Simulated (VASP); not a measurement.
The system is Li4Al2Mo.

```
CELL_PARAMETERS angstrom
5.47422 0.00000 0.00000
0.00000 5.47422 0.00000
0.00000 0.00000 3.86997
ATOMIC_POSITIONS crystal
Li 0.22965 0.50000 0.00000
Li 0.77035 0.50000 0.00000
Li 0.50000 0.22965 0.00000
Li 0.50000 0.77035 0.00000
Al 0.00000 0.50000 0.50000
Al 0.50000 0.00000 0.50000
Mo 0.50000 0.50000 0.50000
```

The cell was generated, and may not be a known phase.

| Quantity | Value |
| --- | --- |
| Program | VASP 6.6.1 |
| Task | relaxation of cell and atoms |
| Functional | PBE |
| Potentials or basis | VASP PAW PBE potentials, release 64 (Li_sv, Al, Mo_sv) |
| Cutoff | 600 eV |
| k mesh | 4 × 4 × 4 |
| Occupations | gaussian, width 0.1 eV |
| Spin | no spin polarisation |

At the start: pressure 15.8 GPa; volume 16.57 Å³/atom.

Task: How do energy, volume and symmetry change on relaxing?

Result: Over 9 steps the energy falls by 429.0 meV/atom and the volume is 19.86 Å³/atom (+19.9 %); space group P4/mmm (No. 123, to 0.1 Å) before and after.

Step by step:
```
step  energy change (eV)  largest force (eV/Å)  pressure (GPa)  volume (Å³)
   1              0.0000                0.5649           15.83       115.97
   2             -2.5214                0.6025            0.32       144.89
   3             -2.5587                0.5070           -3.78       160.15
   4             -2.6182                0.5460           -2.22       153.62
   5             -2.8438                0.4434           -1.83       148.62
   6             -2.9746                0.2607           -0.93       142.04
   7             -3.0021                0.0599            0.25       138.43
   8             -3.0021                0.0688            0.20       138.59
   9             -3.0033                0.0127            0.02       139.05
```

Final structure:
```xyz
7
Lattice="5.3610 0.0000 0.0000 0.0000 5.3610 0.0000 0.0000 0.0000 4.8381" Properties=species:S:1:pos:R:3 pbc="T T T"
Li    1.1088    2.6805    4.8381
Li    4.2523    2.6805    0.0000
Li    2.6805    1.1088    4.8381
Li    2.6805    4.2523    0.0000
Al    0.0000    2.6805    2.4191
Al    2.6805    0.0000    2.4191
Mo    2.6805    2.6805    2.4191
```

Caveat: the k points lie up to 0.32 Å⁻¹ apart in the final cell; the cutoff is under 1.25 times the usual one of these potentials, so pressure, stress and relaxed cells hold a basis-set (Pulay) error; the volume moved by over 15 % at a fixed basis, so the end points are rough.
